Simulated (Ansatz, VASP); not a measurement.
One calculation of NaCl, two programs

POSCAR

```
NaCl
1.0
    0.0000000000      2.7940632177      2.7940632177
    2.7940632177      0.0000000000      2.7940632177
    2.7940632177      2.7940632177      0.0000000000
Cl Na
1 1
Direct
    0.5000000000      0.5000000000      0.5000000000
    0.0000000000      0.0000000000      0.0000000000
```

INCAR.step1

```
SYSTEM = NaCl
PREC = Accurate
ENCUT = 520
ISMEAR = -1
SIGMA = 0.05
LREAL = .False.
LASPH = .True.
NELM = 100
NBANDS = 14
GGA = PE
ALGO = Normal
EDIFF = 1E-4
LWAVE = .True.
LCHARG = .False.
```

The input INCAR.step2:

```
SYSTEM = NaCl
PREC = Accurate
ENCUT = 520
EDIFF = 1E-6
ISMEAR = -1
SIGMA = 0.05
LREAL = .False.
LASPH = .True.
NELM = 100
ALGO = Normal
ISIF = 2
LWAVE = .False.
LCHARG = .False.
METAGGA = R2SCAN
LMIXTAU = .True.
NBANDS = 14
ISTART = 1
```

File KPOINTS:

```
Automatic mesh
0
Gamma
  5 5 5
  0 0 0
```

File input.yaml:

```yaml
crystal:
  lattice:
    - [0.0, 2.7940632177, 2.7940632177]
    - [2.7940632177, 0.0, 2.7940632177]
    - [2.7940632177, 2.7940632177, 0.0]
  atoms:
    - { symbol: Cl, position: [0.5, 0.5, 0.5] }
    - { symbol: Na, position: [0.0, 0.0, 0.0] }
hamiltonian:
  xc: r2scan
  pseudopotentials: { kind: paw }
kpoints:
  mp_grid: { grid: [5, 5, 5] }
scf:
  occupations: { method: fermi_dirac, width: 0.05 }
  n_extra_bands: 6
output:
  forces: true
  stress: true
  eigenvalues: true
  dos: { projected: true, de: 0.05, nscf_kmesh: { grid: [8, 8, 8] } }
  write_density: true
  write_potential: true
  elf: true
  volumetric_format: npy
```

Alike in both runs: functional r2SCAN; k mesh 5 × 5 × 5; occupations fermi-dirac, width 0.05 eV; no spin polarisation.

```csv
,VASP,Ansatz
version,VASP 6.6.1,Ansatz 0.2.0
potentials or method,"VASP PAW PBE potentials, release 64 (Cl, Na_pv)",Ansatz PAW
plane-wave cutoff (eV),520,500
valence electrons in the cell,14,16
task,single point,projected density of states
```

|  | VASP | Ansatz | Ansatz less VASP |
| --- | --- | --- | --- |
| gap on the k mesh at the Fermi level (eV) | 6.04 | 6.02 | -0.022 |
| least direct gap on the mesh (eV) | 6.04 | 6.02 | -0.022 |
| pressure (GPa) | 0.1 | 0.3 | +0.17 |

VASP's potentials were made for PBE, not for r2SCAN. VASP's potentials hold 14 valence electrons a cell and Ansatz's 16, so a difference there can come from the potentials and not from the codes.

Noted on Ansatz's run: odd divisions of the mesh miss points on the zone boundary, where band edges often lie, so the gap on the mesh can be too wide.
